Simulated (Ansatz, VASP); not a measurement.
**Ag: VASP beside Ansatz**

```
CELL_PARAMETERS angstrom
0.00000 1.96138 1.87965
1.96138 0.00000 1.87965
1.96138 1.96138 0.00000
ATOMIC_POSITIONS crystal
Ag 0.00000 0.00000 0.00000
```

Change from the starting cell: strain -0.040 along x and y, -0.080 along z, atoms carried along.

Alike in both runs: task single point; functional PBE; k mesh 20 × 20 × 20; occupations gaussian, width 0.15 eV; no spin polarisation.

```csv
,VASP,Ansatz
version,VASP 6.6.1,Ansatz 0.2.0
potentials or method,"VASP PAW PBE potentials, release 64 (Ag), cutoff 520 eV","scalar-relativistic, plane waves, PAW"
valence electrons in the cell,11,19
```

Ansatz gave:

```
gap on the k mesh at the Fermi level (eV)                     : none
pressure (GPa)                                                : 35.1
traceless stress, the component that is largest in VASP (GPa) : 1.63
```

Which values does VASP return?

gap on the k mesh at the Fermi level (eV): none; pressure (GPa): 34.7; traceless stress, the component that is largest in VASP (GPa): 1.62.

A gap of «none» marks a metal or a gap that the smearing closes. Both programs put the cell under a high pressure, so it lies far from rest at this level. With one functional, cell and mesh, what is left measures potentials, basis and numerics. VASP's potentials hold 11 valence electrons a cell and Ansatz's 19, so a difference there can come from the potentials and not from the codes.
